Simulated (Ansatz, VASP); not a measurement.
# One calculation of V, two programs

The input INCAR:

```
  PREC = Accurate
  ENCUT = 520
  EDIFF = 1E-6
  ISMEAR = -1
  SIGMA = 0.1
  LREAL = False
  LASPH = True
  NELM = 80
  ALGO = Normal
  ISIF = 2
  LWAVE = False
  LCHARG = True
  GGA = B5
  ALDAX = 1.0
  AGGAX = 1.0
  AGGAC = 1.0
  ALDAC = 0.0
  LELF = True
  LVHAR = True
  NBANDS = 12
```

The input KPOINTS:

```
regular mesh
0
Gamma
  14 14 14
```

File POSCAR:

```
V
1.0
    2.4085723919      0.0000000000      0.0000000000
    0.0000000000      2.4085723919      0.0000000000
    0.0000000000      0.0000000000      2.4085723919
V
1
Direct
    0.0000000000      0.0000000000      0.0000000000
```

Input for Ansatz:

```yaml
crystal:
  lattice:
    - [2.4085723919, 0.0, 0.0]
    - [0.0, 2.4085723919, 0.0]
    - [0.0, 0.0, 2.4085723919]
  atoms:
    - { symbol: V, position: [0.0, 0.0, 0.0] }
hamiltonian:
  xc: blyp
  pseudopotentials:
    kind: paw
    azcp:
      V: "pseudopotentials/V.paw.azcp"
basis:
  ecutwfc: 420
  fft_grid_basis: typed
kpoints:
  mp_grid: { grid: [14, 14, 14], shift: [0, 0, 0] }
magnetization:
  spin_polarized: false
scf:
  occupations: { method: fermi_dirac, width: 0.1 }
  lower_state_search: "off"
output:
  stress: true
```

Alike in both runs: task single point; functional BLYP; k mesh 14 × 14 × 14; occupations fermi-dirac, width 0.1 eV; no spin polarisation.

|  | VASP | Ansatz |
| --- | --- | --- |
| version | VASP 6.6.1 | Ansatz 0.2.0 |
| potentials or method | VASP PAW PBE potentials, release 64 (V_sv), cutoff 520 eV | plane waves (420 eV) with PAW, scalar-relativistic |
| valence electrons in the cell | 13 | 13 |

```tsv
	VASP	Ansatz	Ansatz less VASP
pressure (GPa)	13.1	12.7	-0.42
```

VASP's potentials were made for PBE, not for BLYP.
